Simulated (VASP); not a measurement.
BN, 4 atoms in the cell. Symmetry: Cm, No. 8, monoclinic system. Conventional cell: a = 4.341 Å, b = 2.506 Å, c = 6.617 Å, α = 90.00°, β = 90.00°, γ = 90.00°. B (site symmetry m) has 3 N at 1.45 Å within 1.9 Å. B (site symmetry m) has 2 N at 1.39 Å within 1.9 Å. N (site symmetry m) has 2 B at 1.39 Å within 1.9 Å. Within 1.9 Å of N (site symmetry m) lie 3 B at 1.45 Å.  This cell differs from its parent crystal: atom 3 (N) moved by (-0.600, -0.600) A along y and z.

```yaml
Program: VASP 6.6.1
Task: single point
Functional: PBE
Dispersion: D3(BJ)
Potentials_or_basis: VASP PAW PBE potentials, release 64 (B, N)
Cutoff: 520 eV
k_mesh: 12 × 12 × 4
Occupations: gaussian, width 0.05 eV
Spin: no spin polarisation
Dipole_correction: no
Further_INCAR_settings: ALGO = Normal; EDIFF = 1e-07; NBANDS = 16
```

Potentials or basis: VASP PAW PBE potentials, release 64 (B, N).

Run with:

```console
$ cat potpaw_PBE.64/B/POTCAR potpaw_PBE.64/N/POTCAR > POTCAR
$ mpirun -np 1 vasp_std > vasp.out
```

Hardware: 1 thread of Intel(R) Xeon(R) Platinum 8259CL CPU @ 2.50GHz (Skylake/Cascade Lake), on a shared host.

Question: Estimate the wall time of this run.

Answer: Wall time 100 s on 1 thread of Intel(R) Xeon(R) Platinum 8259CL CPU @ 2.50GHz (Skylake/Cascade Lake), on a shared host, peak memory 0.21 GiB. Counts: scf iterations 15, k points 164.
